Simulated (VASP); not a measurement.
Write the native input for VASP 6.6.1 that does the following.

```yaml
Task: relaxation of cell and atoms
Functional: PBE
Potentials_or_basis: VASP PAW PBE potentials, release 64 (Cd)
Cutoff: 600 eV
k_mesh: 16 × 16 × 16
Occupations: fermi-dirac, width 0.1 eV
Spin: no spin polarisation
Target_pressure: 18 GPa
Dipole_correction: no
Further_INCAR_settings: ALGO = Normal; EDIFF = 1e-07; IBRION = 2; EDIFFG = -0.005; NSW = 32; ISIF = 3
```

The structure of Cd lies in POSCAR:

```
Cd
1.0
   -1.6642663435      1.6642663435      1.6642663435
    1.6642663435     -1.6642663435      1.6642663435
    1.6642663435      1.6642663435     -1.6642663435
Cd
1
Direct
    0.0000000000      0.0000000000      0.0000000000
```

This isn't the form of Cd at room conditions, which is hcp.

The input as run:

INCAR

```
  ALGO = Normal
  EDIFF = 1E-7
  EDIFFG = -0.005
  ENCUT = 600
  GGA = PE
  IBRION = 2
  ISIF = 3
  ISMEAR = -1
  LASPH = T
  LCHARG = F
  LREAL = F
  LWAVE = F
  NELM = 60
  NSW = 32
  PREC = Accurate
  PSTRESS = 180.0
  SIGMA = 0.1
```

KPOINTS

```
k-points
0
Gamma
  16 16 16
```

Potentials or basis: VASP PAW PBE potentials, release 64 (Cd).

Launch:

```console
$ cat potpaw_PBE.64/Cd/POTCAR > POTCAR
$ mpirun -np 1 vasp_std > vasp.out
```

It gave:

The relaxed volume is 18.51 Å³/atom and the relaxed cell is a = 2.887 Å, b = 2.887 Å, c = 2.887 Å, α = 109.47°, β = 109.47°, γ = 109.47°. The space group after relaxing (to 0.1 Å) is Im-3m (No. 229) and the energy change on relaxing (the run minimises the enthalpy) is -8.6 meV/atom. The ionic steps are 3 and the pressure after relaxing is 18.0 GPa. The band gap on the k mesh is zero (bands 6 and 7 overlap by 4.15 eV).

Caveat: the cell is relaxed towards a set pressure, so the run minimises the enthalpy, not the energy.

Run time: 53 s on 1 thread of Intel Xeon 8259CL (shared host), peak memory 0.17 GiB.
